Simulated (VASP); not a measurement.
## Ti2Co: electric field gradients with LDA

Ti2Co:

```
Ti Co
1.0
     0.00000    3.43425    3.43425
     3.43425    0.00000    3.43425
     3.43425    3.43425    0.00000
Ti Co
4 2
Direct
  0.12500 0.12500 0.12500
  0.62500 0.12500 0.12500
  0.12500 0.12500 0.62500
  0.12500 0.62500 0.12500
  0.50000 0.50000 0.50000
  0.75000 0.75000 0.75000
```

```yaml
Program: VASP 6.6.1
Task: electric field gradients
Functional: LDA
Potentials_or_basis: VASP PAW LDA potentials, release 64 (Ti_sv, Co)
Cutoff: 520 eV
k_mesh: 10 × 10 × 10
Occupations: gaussian, width 0.2 eV
Spin: collinear spin, ferromagnetic start
Starting_moments: "[0.0, 0.0, 0.0, 0.0, 0.58, 0.58] μB"
Dipole_correction: no
Further_INCAR_settings: ALGO = Normal; EDIFF = 1e-08; NBANDS = 46
```

```
Pressure                                              : 0.0 GPa
Net moment                                            : 0.61 μB per cell
Site moments                                          : Ti +0.01; Co +0.30 μB
Largest electric field gradient by atom               : Ti +61.1; Co -0.0 V/Å²
Valence electrons inside the program's atomic spheres : Ti 10.70; Co 8.06
```

Levels at points of the mesh, in eV from the Fermi level:
Spin up:
```tsv
k point	band 30	band 31	band 32	band 33	band 34	band 35	band 36	band 37	band 38	band 39
(0.00, 0.00, 0.00)	-1.03	-1.03	-0.03	-0.03	-0.03	0.00	0.00	3.72	3.72	3.72
(0.50, 0.00, 0.00)	-0.51	-0.48	-0.48	-0.08	-0.08	0.95	0.95	0.97	1.53	1.64
(0.50, 0.50, 0.00)	-0.57	-0.44	-0.44	0.29	0.29	0.58	0.58	1.48	1.48	1.66
```
Spin down:
```csv
k point,band 30,band 31,band 32,band 33,band 34,band 35,band 36,band 37
"(0.00, 0.00, 0.00)",-0.85,-0.85,0.12,0.12,0.12,0.13,0.13,3.72
"(0.50, 0.00, 0.00)",-0.42,-0.42,-0.25,-0.06,-0.06,0.99,1.09,1.09
"(0.50, 0.50, 0.00)",-0.57,-0.21,-0.21,0.34,0.34,0.74,0.74,1.51
```

Electric field gradients, principal values (V/Å²):
| atom | least | middle | greatest (by size) |
| --- | --- | --- | --- |
| 1 Ti | -30.562 | -30.562 | 61.125 |
| 2 Ti | -30.562 | -30.564 | 61.126 |
| 3 Ti | -30.562 | -30.564 | 61.126 |
| 4 Ti | -30.562 | -30.564 | 61.126 |
| 5 Co | 0.002 | 0.002 | -0.004 |
| 6 Co | 0.002 | 0.002 | -0.004 |

It took 8.5 min on 1 thread of Intel(R) Xeon(R) Platinum 8488C (Sapphire Rapids), with other jobs on the host, peak memory 0.36 GiB.

Caveat: without QUAD_EFG the Cq values of the log hold for a quadrupole moment of 1 mb, not for the nuclei.
